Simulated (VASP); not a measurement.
Here is a VASP 6.6.1 calculation.

POSCAR

```
Al
1.0
    0.0000000000      1.9966927595      1.9966927595
    1.9966927595      0.0000000000      1.9966927595
    1.9966927595      1.9966927595      0.0000000000
Al
1
Direct
    0.0000000000      0.0000000000      0.0000000000
```

INCAR.step1

```
PREC = Accurate
ENCUT = 520
ISMEAR = -1
SIGMA = 0.1
LREAL = False
LASPH = True
NELM = 80
NBANDS = 8
GGA = PE
ALGO = Normal
EDIFF = 1E-4
LWAVE = True
LCHARG = False
```

Contents of INCAR.step2:

```
PREC = Accurate
ENCUT = 520
EDIFF = 1E-6
ISMEAR = -1
SIGMA = 0.1
LREAL = False
LASPH = True
NELM = 80
ALGO = Normal
ISIF = 2
LWAVE = False
LCHARG = False
METAGGA = R2SCAN
LMIXTAU = True
NBANDS = 8
ISTART = 1
```

File KPOINTS:

```
regular mesh
0
Gamma
  11 11 11
```

Potentials or basis: VASP PAW PBE potentials, release 64 (Al).

Run with:

```bash
$ cat potpaw_PBE.64/Al/POTCAR > POTCAR
$ cp INCAR.step1 INCAR
$ mpirun -np 1 vasp_std > vasp.out
$ cp INCAR.step2 INCAR
$ mpirun -np 1 vasp_std > vasp.out
```

Question: What does it give for the pressure?

Answer: -0.1 GPa.

Caveat: the PAW data sets were made with another functional, which shifts forces and pressure a little.
